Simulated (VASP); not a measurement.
# Be2C (Fm-3m) in VASP: further runs

The runs below take Be2C through single point, with PBEsol.

Everything below comes from runs of VASP 6.6.1. Logs are shortened: lines on timing, memory, paths and dates and some standing lists are left out, and cuts for length are marked.

### Step 1. The cell of the first run

It takes space group Fm-3m (No. 225, cubic). The conventional cell has a = 4.311 Å, b = 4.311 Å, c = 4.311 Å, α = 90.00°, β = 90.00°, γ = 90.00°. Be (site symmetry -43m) has 4 C at 1.87 Å and 6 Be at 2.16 Å within 2.5 Å. Within 2.5 Å of C (site symmetry m-3m) lie 8 Be at 1.87 Å.

### Step 2. Single point, PBEsol

File INCAR:

```
PREC     = Accurate       # precision mode
ENCUT    = 600            # plane-wave cutoff, eV
EDIFF    = 1E-6           # SCF threshold, eV
ISMEAR   = 0              # smearing method
SIGMA    = 0.01           # smearing width, eV
LREAL    = F              # projectors in reciprocal space
LASPH    = T              # aspherical terms in the spheres
NELM     = 120            # most SCF steps
ALGO     = Normal         # electronic algorithm
ISIF     = 2              # what is computed and relaxed
LWAVE    = F              # write WAVECAR
LCHARG   = T              # write CHGCAR
GGA      = PS             # functional
LELF     = T              # ELF
LVHAR    = T            
NBANDS   = 11             # bands
GGA_COMPAT= F
```

File KPOINTS:

```
Automatic mesh
0
Gamma
  8 8 8
```

File POSCAR:

```
Be2C
1.0
    0.0000000000      2.1553768814      2.1553768814
    2.1553768814      0.0000000000      2.1553768814
    2.1553768814      2.1553768814      0.0000000000
Be C
2 1
Direct
    0.2500000000      0.2500000000      0.2500000000
    0.7500000000      0.7500000000      0.7500000000
    0.0000000000      0.0000000000      0.0000000000
```

Potentials or basis: VASP PAW PBE potentials, release 64 (Be, C).

The run is started by

```
$ cat potpaw_PBE.64/Be/POTCAR potpaw_PBE.64/C/POTCAR > POTCAR
$ mpirun -np 1 vasp_std > vasp.out
```

OUTCAR:

```text
PREC = Accurate
   ENCUT = 600
   EDIFF = 1E-6
   ISMEAR = 0
   LREAL = F
   LASPH = T
   NELM = 120
   ISIF = 2
   GGA = PS

 ion  position               nearest neighbor table
   1  0.250  0.250  0.250-   3 1.87   3 1.87   3 1.87   3 1.87   2 2.16   2 2.16   2 2.16   2 2.16
                             2 2.16   2 2.16
   2  0.750  0.750  0.750-   3 1.87   3 1.87   3 1.87   3 1.87   1 2.16   1 2.16   1 2.16   1 2.16
                             1 2.16   1 2.16
   3  0.000  0.000  0.000-   2 1.87   2 1.87   2 1.87   1 1.87   1 1.87   1 1.87   2 1.87   1 1.87

  LATTYP: Found a face centered cubic cell.
 ALAT       =     4.3107537628

  Lattice vectors:

 A1 = (   0.0000000000,   2.1553768814,   2.1553768814)
 A2 = (   2.1553768814,   0.0000000000,   2.1553768814)
 A3 = (   2.1553768814,   2.1553768814,   0.0000000000)

Analysis of symmetry for initial positions (statically):
=====================================================================
 Subroutine PRICEL returns:
 Original cell was already a primitive cell.

 Routine SETGRP: Setting up the symmetry group for a
 face centered cubic supercell.

 Subroutine GETGRP returns: Found 48 space group operations
 (whereof 48 operations were pure point group operations)
 out of a pool of 48 trial point group operations.

The static configuration has the point symmetry O_h .

Analysis of symmetry for dynamics (positions and initial velocities):
=====================================================================
 Subroutine PRICEL returns:
 Original cell was already a primitive cell.

 Routine SETGRP: Setting up the symmetry group for a
 face centered cubic supercell.

 Subroutine GETGRP returns: Found 48 space group operations
 (whereof 48 operations were pure point group operations)
 out of a pool of 48 trial point group operations.

The dynamic configuration has the point symmetry O_h .

 Subroutine INISYM returns: Found 48 space group operations
 (whereof 48 operations are pure point group operations),
 and found     1 'primitive' translations

----------------------------------------------------------------------------------------

                                     Primitive cell

  volume of cell :      20.0263

  direct lattice vectors                    reciprocal lattice vectors
     0.000000000  2.155376881  2.155376881    -0.231977992  0.231977992  0.231977992
     2.155376881  0.000000000  2.155376881     0.231977992 -0.231977992  0.231977992
     2.155376881  2.155376881  0.000000000     0.231977992  0.231977992 -0.231977992

  length of vectors
     3.048163218  3.048163218  3.048163218     0.401797668  0.401797668  0.401797668

  position of ions in fractional coordinates (direct lattice)
     0.250000000  0.250000000  0.250000000
[... 89 lines left out ...]
   TEBEG  =    0.0;   TEEND  =   0.0 temperature during run
   PSTRESS=    0.0 pullay stress
   NELECT =       8.0000    total number of electrons
   NUPDOWN=      -1.0000    fix difference up-down
   EMIN   =  10.00;   EMAX   =-10.00  energy-range for DOS
   EFERMI =   0.00;   METHOD = LEGACY
   ISMEAR =     0;   SIGMA  =   0.01  broadening in eV -4-tet -1-fermi 0-gaus
   EFERMI_NEDOS =   21; number of points for ismear=-14 and -15
   IALGO  =     38    algorithm
   IMIX   =      4    mixing-type and parameters
     AMIX     =   0.40;   BMIX     =  1.00
     AMIX_MAG =   1.60;   BMIX_MAG =  1.00
  volume/ion in A,a.u.               =       6.68        45.05
  Fermi-wavevector in a.u.,A,eV,Ry     =   1.205697  2.278437 19.778869  1.453706
  Thomas-Fermi vector in A             =   2.341386
   LORBIT       =      0    0 simple, 1 ext, 2 COOP (PROOUT), +10 PAW based schemes
   GGA     = PS    functional components
   LHFCALC =     F    Hartree Fock is set to
   AEXX    =    0.0000 exact exchange contribution
   IVDW    =     0    specifies the selected vdW correction
   LEPSILON=     F    determine dielectric tensor
   LRPA    =     F    only Hartree local field effects (RPA)
 non-spin polarized calculation
 Gauss-broadening in eV      SIGMA  =   0.01
  energy-cutoff  :      600.00
  volume of cell :       20.03
 maximum number of plane-waves:       692
   NGX = 13   NGY = 13   NGZ = 13

 number of electron       8.0000000 magnetization

 Free energy of the ion-electron system (eV)
  ---------------------------------------------------
  ext. energy  EPLUGINS =         0.00000000
  ---------------------------------------------------
  free energy    TOTEN  =       -18.41238499 eV

  energy without entropy =      -18.41238499  energy(sigma->0) =      -18.41238499

 E-fermi :   7.9197     XC(G=0): -11.5634

 val. band max:        7.8183265340   @ k =   0.0000   0.0000   0.0000
 cond. band min:       8.8835733993   @ k =   0.5000   0.5000   0.0000
 fundamental gap:      1.0652468653
 Fermi energy:         7.9196578494

 k-point     1 :       0.0000    0.0000    0.0000
  band No.  band energies     occupation
      1      -7.3103      2.00000
      2       7.8183      2.00000
      3       7.8183      2.00000
      4       7.8183      2.00000
      5      11.9268      0.00000
      6      11.9268      0.00000
      7      11.9268      0.00000
      8      14.6660      0.00000
      9      21.0012      0.00000
     10      21.0012      0.00000
     11      21.0012      0.00000
[... 309 lines left out ...]
 k-point    24 :      -0.3750    0.2500    0.1250
  band No.  band energies     occupation
      1      -3.9337      2.00000
      2      -0.3421      2.00000
      3       3.6520      2.00000
      4       4.3691      2.00000
      5      12.9387      0.00000
      6      14.4432      0.00000
      7      17.6926      0.00000
      8      18.4876      0.00000
      9      20.0029      0.00000
     10      21.5965      0.00000
     11      25.3726      0.00000

 [... further k-points ...]
[... 5 lines left out ...]
  --------------------------------------------------------------------------------------
  -------------------------------------------------------------------------------------
  Total        0.0696270      0.0696270      0.0696270      0.0000000     -0.0000000      0.0000000
  in kB        5.5704267      5.5704267      5.5704267      0.0000000     -0.0000000      0.0000000
  external PRESSURE =       5.5704267 kB  Pullay stress =       0.0000000 kB

 VOLUME and BASIS-vectors are now :
 -----------------------------------------------------------------------------
  energy-cutoff  :      600.00
  volume of cell :       20.03
      direct lattice vectors                 reciprocal lattice vectors
     0.000000000  2.155376881  2.155376881    -0.231977992  0.231977992  0.231977992
     2.155376881  0.000000000  2.155376881     0.231977992 -0.231977992  0.231977992
     2.155376881  2.155376881  0.000000000     0.231977992  0.231977992 -0.231977992

 POSITION                                       TOTAL-FORCE (eV/Angst)
 -----------------------------------------------------------------------------------
      1.07769      1.07769      1.07769         0.000000      0.000000     -0.000000
      3.23307      3.23307      3.23307        -0.000000      0.000000     -0.000000
      0.00000      0.00000      0.00000        -0.000000     -0.000000      0.000000
 -----------------------------------------------------------------------------------
    total drift:                               -0.000000     -0.000000      0.000000

  FREE ENERGIE OF THE ION-ELECTRON SYSTEM (eV)
  ---------------------------------------------------
  free  energy   TOTEN  =       -18.4123849925 eV

  energy  without entropy=      -18.4123849925  energy(sigma->0) =      -18.41238499
```

stdout:

```text
POSCAR found type information on POSCAR BeC
 POSCAR found :  2 types and       3 ions
 scaLAPACK will be used
 -----------------------------------------------------------------------------
|                                                                             |
|                                                                             |
|     You enforced a specific xc type in the INCAR file but a different       |
|     I HOPE YOU KNOW WHAT YOU ARE DOING!                                     |
|                                                                             |
 -----------------------------------------------------------------------------

 LDA part: xc-table for (Slater+PW92), standard interpolation
 POSCAR, INCAR and KPOINTS ok, starting setup
 FFT: planning ... GRIDC
 FFT: planning ... GRID_SOFT
 FFT: planning ... GRID
 WAVECAR not read
 entering main loop
```

It took 19 s on 1 thread of AMD EPYC 7R13, shared host; peak memory 0.11 GiB.

Results:

```yaml
Free_energy: -18.4124 eV
Pressure: 0.6 GPa
Band_gap_on_the_k_mesh: 1.07 eV, indirect (least direct gap 4.11 eV)
```

Caveat: the PAW data sets were made with another functional, which shifts forces and pressure a little.

### Step 3. Single point, PBEsol

File INCAR:

```
SYSTEM = Be2C
PREC = Accurate
ENCUT = 600
EDIFF = 1E-6
ISMEAR = 0
SIGMA = 0.01
LREAL = .FALSE.
LASPH = .TRUE.
NELM = 120
ALGO = Normal
ISIF = 2
LWAVE = .FALSE.
LCHARG = .FALSE.
GGA = PS
NBANDS = 11
GGA_COMPAT = .FALSE.
```

File KPOINTS:

```
Automatic mesh
0
G
  8 8 8
  0 0 0
```

POSCAR is that of step 2.

Potentials or basis: VASP PAW PBE potentials, release 64 (Be, C).

The run is started by

```
$ cat potpaw_PBE.64/Be/POTCAR potpaw_PBE.64/C/POTCAR > POTCAR
$ mpirun -np 1 vasp_std > vasp.out
```

OUTCAR:

```text
SYSTEM = Be2C
   PREC = Accurate
   ENCUT = 600
   EDIFF = 1E-6
   ISMEAR = 0
   LREAL = .FALSE.
   LASPH = .TRUE.
   NELM = 120
   ISIF = 2
   GGA = PS

 ion  position               nearest neighbor table
   1  0.250  0.250  0.250-   3 1.87   3 1.87   3 1.87   3 1.87   2 2.16   2 2.16   2 2.16   2 2.16
                             2 2.16   2 2.16
   2  0.750  0.750  0.750-   3 1.87   3 1.87   3 1.87   3 1.87   1 2.16   1 2.16   1 2.16   1 2.16
                             1 2.16   1 2.16
   3  0.000  0.000  0.000-   2 1.87   2 1.87   2 1.87   1 1.87   1 1.87   1 1.87   2 1.87   1 1.87

  LATTYP: Found a face centered cubic cell.
 ALAT       =     4.3107537628

  Lattice vectors:

 A1 = (   0.0000000000,   2.1553768814,   2.1553768814)
 A2 = (   2.1553768814,   0.0000000000,   2.1553768814)
 A3 = (   2.1553768814,   2.1553768814,   0.0000000000)

Analysis of symmetry for initial positions (statically):
=====================================================================
 Subroutine PRICEL returns:
 Original cell was already a primitive cell.

 Routine SETGRP: Setting up the symmetry group for a
 face centered cubic supercell.

 Subroutine GETGRP returns: Found 48 space group operations
 (whereof 48 operations were pure point group operations)
 out of a pool of 48 trial point group operations.

The static configuration has the point symmetry O_h .

Analysis of symmetry for dynamics (positions and initial velocities):
=====================================================================
 Subroutine PRICEL returns:
 Original cell was already a primitive cell.

 Routine SETGRP: Setting up the symmetry group for a
 face centered cubic supercell.

 Subroutine GETGRP returns: Found 48 space group operations
 (whereof 48 operations were pure point group operations)
 out of a pool of 48 trial point group operations.

The dynamic configuration has the point symmetry O_h .

 Subroutine INISYM returns: Found 48 space group operations
 (whereof 48 operations are pure point group operations),
 and found     1 'primitive' translations

----------------------------------------------------------------------------------------

                                     Primitive cell

[... 125 lines left out ...]
  energy-cutoff  :      600.00
  volume of cell :       20.03
 maximum number of plane-waves:       692
   NGX = 13   NGY = 13   NGZ = 13

 number of electron       8.0000000 magnetization

 Free energy of the ion-electron system (eV)
  ---------------------------------------------------
  ext. energy  EPLUGINS =         0.00000000
  ---------------------------------------------------
  free energy    TOTEN  =       -18.41238499 eV

  energy without entropy =      -18.41238499  energy(sigma->0) =      -18.41238499

 E-fermi :   7.9197     XC(G=0): -11.5634

 val. band max:        7.8183265340   @ k =   0.0000   0.0000   0.0000
 cond. band min:       8.8835733993   @ k =   0.5000   0.5000   0.0000
 fundamental gap:      1.0652468653
 Fermi energy:         7.9196578494

 k-point     1 :       0.0000    0.0000    0.0000
  band No.  band energies     occupation
      1      -7.3103      2.00000
      2       7.8183      2.00000
      3       7.8183      2.00000
      4       7.8183      2.00000
      5      11.9268      0.00000
      6      11.9268      0.00000
      7      11.9268      0.00000
      8      14.6660      0.00000
      9      21.0012      0.00000
     10      21.0012      0.00000
     11      21.0012      0.00000
[... 309 lines left out ...]
 k-point    24 :      -0.3750    0.2500    0.1250
  band No.  band energies     occupation
      1      -3.9337      2.00000
      2      -0.3421      2.00000
      3       3.6520      2.00000
      4       4.3691      2.00000
      5      12.9387      0.00000
      6      14.4432      0.00000
      7      17.6926      0.00000
      8      18.4876      0.00000
      9      20.0029      0.00000
     10      21.5965      0.00000
     11      25.3726      0.00000

 [... further k-points ...]

------------------------ aborting loop because EDIFF is reached ----------------------------------------

  FORCE on cell =-STRESS in cart. coord.  units (eV):
  Direction    XX          YY          ZZ          XY          YZ          ZX
  --------------------------------------------------------------------------------------
  -------------------------------------------------------------------------------------
  Total        0.0696270      0.0696270      0.0696270      0.0000000     -0.0000000      0.0000000
  in kB        5.5704267      5.5704267      5.5704267      0.0000000     -0.0000000      0.0000000
  external PRESSURE =       5.5704267 kB  Pullay stress =       0.0000000 kB

 VOLUME and BASIS-vectors are now :
 -----------------------------------------------------------------------------
  energy-cutoff  :      600.00
  volume of cell :       20.03
      direct lattice vectors                 reciprocal lattice vectors
     0.000000000  2.155376881  2.155376881    -0.231977992  0.231977992  0.231977992
     2.155376881  0.000000000  2.155376881     0.231977992 -0.231977992  0.231977992
     2.155376881  2.155376881  0.000000000     0.231977992  0.231977992 -0.231977992

 POSITION                                       TOTAL-FORCE (eV/Angst)
 -----------------------------------------------------------------------------------
      1.07769      1.07769      1.07769         0.000000      0.000000     -0.000000
      3.23307      3.23307      3.23307        -0.000000      0.000000     -0.000000
      0.00000      0.00000      0.00000        -0.000000     -0.000000      0.000000
 -----------------------------------------------------------------------------------
    total drift:                               -0.000000     -0.000000      0.000000

  FREE ENERGIE OF THE ION-ELECTRON SYSTEM (eV)
  ---------------------------------------------------
  free  energy   TOTEN  =       -18.4123849925 eV

  energy  without entropy=      -18.4123849925  energy(sigma->0) =      -18.41238499
```

stdout:

```text
POSCAR found type information on POSCAR BeC
 POSCAR found :  2 types and       3 ions
 scaLAPACK will be used
 -----------------------------------------------------------------------------
|                                                                             |
|                                                                             |
|     You enforced a specific xc type in the INCAR file but a different       |
|     I HOPE YOU KNOW WHAT YOU ARE DOING!                                     |
|                                                                             |
 -----------------------------------------------------------------------------

 LDA part: xc-table for (Slater+PW92), standard interpolation
 POSCAR, INCAR and KPOINTS ok, starting setup
 FFT: planning ... GRIDC
 FFT: planning ... GRID_SOFT
 FFT: planning ... GRID
 WAVECAR not read
 entering main loop
```

It took 16 s on 1 thread of AMD EPYC 7R13, shared host; peak memory 0.11 GiB.

Results:

```
Free energy            : -18.4124 eV
Pressure               : 0.6 GPa
Band gap on the k mesh : 1.07 eV, indirect (least direct gap 4.11 eV)
```

Levels at points of the mesh, in eV from the valence-band top:
```csv
k point,band 2,band 3,band 4,band 5,band 6,band 7
"(0.00, 0.00, 0.00)",0.00,0.00,0.00,4.11,4.11,4.11
"(0.50, 0.00, 0.00)",-8.85,-1.86,-1.86,4.97,4.97,7.15
"(0.50, 0.50, 0.00)",-6.83,-4.81,-4.81,1.07,5.81,13.34
```

Caveat: the PAW data sets were made with another functional, which shifts forces and pressure a little. PBEsol gaps usually lie below the measured ones, often by a third to a half.

### Step 4. Single point, PBEsol

This run uses another cell than the first one, of 6.58 Å³/atom, 0.985 times its volume.

File INCAR:

```
SYSTEM = Be2C
PREC = Accurate ; ENCUT = 600
EDIFF = 1E-6 ; ISMEAR = 0
SIGMA = 0.01 ; LREAL = .False.
LASPH = .True. ; NELM = 120
ALGO = Normal ; ISIF = 2
LWAVE = .False. ; LCHARG = .False.
GGA = PS ; NBANDS = 11
GGA_COMPAT = .False.
```

File KPOINTS:

```
Automatic mesh
0
Gamma
  8 8 8
  0 0 0
```

File POSCAR:

```
Be2C
1.0
    0.0000000000      2.1445999970      2.1445999970
    2.1445999970      0.0000000000      2.1445999970
    2.1445999970      2.1445999970      0.0000000000
Be C
2 1
Direct
    0.2500000000      0.2500000000      0.2500000000
    0.7500000000      0.7500000000      0.7500000000
    0.0000000000      0.0000000000      0.0000000000
```

The run is started by

```
$ cat potpaw_PBE.64/Be/POTCAR potpaw_PBE.64/C/POTCAR > POTCAR
$ mpirun -np 1 vasp_std > vasp.out
```

Run time: 15 s. Hardware: 1 thread of AMD EPYC 7R13, shared host; peak memory 0.1 GiB.

The run converged. Its results:

* Free energy: -18.4081 eV
* Pressure: 3.8 GPa
* Band gap on the k mesh: 1.07 eV, indirect (least direct gap 4.14 eV)

Levels at points of the mesh, in eV from the valence-band top:
```csv
k point,band 1,band 2,band 3,band 4,band 5,band 6,band 7,band 8,band 9
"(0.00, 0.00, 0.00)",-15.24,0.00,0.00,0.00,4.14,4.14,4.14,7.02,13.30
"(0.50, 0.00, 0.00)",-12.29,-8.95,-1.88,-1.88,5.00,5.00,7.32,9.87,14.77
"(0.50, 0.50, 0.00)",-11.54,-6.89,-4.87,-4.87,1.07,5.92,13.50,13.50,15.70
```

Caveat: the PAW data sets were made with another functional, which shifts forces and pressure a little.

[end of part 1 of 2]
